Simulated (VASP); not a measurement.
Fe: single point with PBEsol

Crystal: Fe.

```
Fe
1.0
    -1.81133   -1.81133   -3.62266
     1.81133   -1.81133    0.00000
    -1.81133   -1.81133    0.00000
Fe
2
Direct
  0.00000 0.00000 0.00000
  0.50000 0.50000 0.00000
```

This isn't the form of Fe at room conditions, which is bcc.

- Program: VASP 6.6.1
- Task: single point
- Functional: PBEsol
- Potentials or basis: VASP PAW PBE potentials, release 64 (Fe)
- Cutoff: 520 eV
- k mesh: 8 × 10 × 13
- Occupations: gaussian, width 0.1 eV
- Spin: no spin polarisation

The pressure is -38.4 GPa. The band gap on the k mesh is zero (bands 8 and 9 overlap by 1.27 eV).

Levels at points of the mesh, in eV from the Fermi level:
| k point | band 6 | band 7 | band 8 | band 9 | band 10 | band 11 |
| --- | --- | --- | --- | --- | --- | --- |
| (0.00, 0.00, 0.00) | -1.32 | -0.07 | -0.07 | 0.76 | 1.00 | 1.01 |
| (0.50, 0.00, 0.00) | -0.84 | -0.35 | -0.35 | -0.35 | -0.35 | 0.34 |
| (0.00, 0.50, 0.00) | -1.85 | -0.60 | -0.60 | -0.10 | -0.10 | 2.28 |
| (0.50, 0.50, 0.00) | -1.39 | 0.20 | 0.20 | 0.79 | 0.79 | 0.79 |

It took 2.8 min on 1 thread of Intel(R) Xeon(R) Platinum 8259CL CPU @ 2.50GHz (Skylake/Cascade Lake), on a shared host, peak memory 0.27 GiB.

Caveat: the cell stands under tension; the PAW data sets were made with another functional, which shifts forces and pressure a little; the run has no spin polarisation, though such a crystal can be magnetic. Spin polarisation is off, so any magnetic state and its effect on volume and gap are missing.
